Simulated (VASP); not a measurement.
Crystal: In.

```xyz
1
Lattice="-1.6642 1.6642 2.3706 1.6642 -1.6642 2.3706 1.6642 1.6642 -2.3706" Properties=species:S:1:pos:R:3 pbc="T T T"
In    0.0000    0.0000    0.0000
```

This isn't the form of In at room conditions, which is tetragonal.

Base run:

```yaml
Program: VASP 6.6.1
Functional: r2SCAN
Potentials_or_basis: VASP PAW PBE potentials, release 64 (In_d)
Cutoff: 550 eV
k_mesh: 10 × 10 × 10
Occupations: fermi-dirac, width 0.02 eV
Spin: no spin polarisation
```

Its results: band gap on the k mesh zero (an odd number of electrons rules out a gap without spin polarisation); pressure 0.0 GPa.

**Question.** The run is repeated on the same cell with these changes: functional from r2SCAN to PBE; cutoff from 550 eV to 500 eV. What comes out?

**Answer.** Band gap on the k mesh zero (an odd number of electrons rules out a gap without spin polarisation); pressure 1.7 GPa.

Caveats: spin-orbit coupling is left out, which moves the levels of the heavy elements; the PAW data sets were made with another functional, which shifts forces and pressure a little (at least some runs).
